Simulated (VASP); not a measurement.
**Si3N4: single point with PBE**

The system is Si3N4.

```
Si N
1.0
     7.66362    0.00000    0.00000
    -3.83181    6.63689    0.00000
     0.00000    0.00000    2.92645
Si N
6 8
Direct
  0.76891 0.17501 0.32563
  0.59390 0.76891 0.82563
  0.82499 0.59390 0.32563
  0.23109 0.82499 0.82563
  0.40610 0.23109 0.32563
  0.17501 0.40610 0.82563
  0.03084 0.33000 0.32563
  0.70083 0.03084 0.82563
  0.67000 0.70083 0.32563
  0.96916 0.67000 0.82563
  0.29917 0.96916 0.32563
  0.33000 0.29917 0.82563
  0.33333 0.66667 0.82563
  0.66667 0.33333 0.32563
```

- Program: VASP 6.6.1
- Task: single point
- Functional: PBE
- Potentials or basis: VASP PAW PBE potentials, release 64 (Si, N)
- Cutoff: 520 eV
- k mesh: 6 × 6 × 8
- Occupations: gaussian, width 0.02 eV
- Spin: no spin polarisation

```json
{
  "Pressure": "-0.3 GPa",
  "Largest force": "0.003 eV/Å",
  "Band gap on the k mesh": "4.26 eV (least direct gap 4.44 eV)"
}
```

Forces on the atoms (eV/Å):
```
Si   0.002  0.002  0.000
Si  -0.001  0.003  0.000
Si  -0.003  0.001  0.000
Si  -0.002 -0.002  0.000
Si   0.001 -0.003  0.000
Si   0.003 -0.001  0.000
N   -0.001 -0.002  0.000
N    0.002 -0.002  0.000
N    0.002  0.001  0.000
N    0.001  0.002  0.000
N   -0.002  0.002  0.000
N   -0.002 -0.001  0.000
N    0.000  0.000  0.000
N    0.000  0.000  0.000
```

Levels at points of the mesh, in eV from the valence-band top:
```tsv
k point	band 29	band 30	band 31	band 32	band 33	band 34	band 35	band 36
(0.00, 0.00, 0.00)	-1.25	-0.43	-0.38	-0.18	4.26	4.60	4.79	4.79
(0.50, 0.00, 0.00)	-1.31	-0.75	-0.31	-0.23	4.52	4.63	4.79	5.17
(0.00, 0.00, 0.50)	-1.57	-1.57	-1.29	-1.29	4.66	4.66	4.66	4.66
(0.50, 0.00, 0.50)	-1.45	-1.45	-1.01	-1.01	4.70	4.70	5.78	5.78
```

Run time: 2.9 min on 1 thread of AMD EPYC 9R45 96-Core Processor (Zen 5), on a shared host, peak memory 0.35 GiB.

A k mesh can miss the band edges.
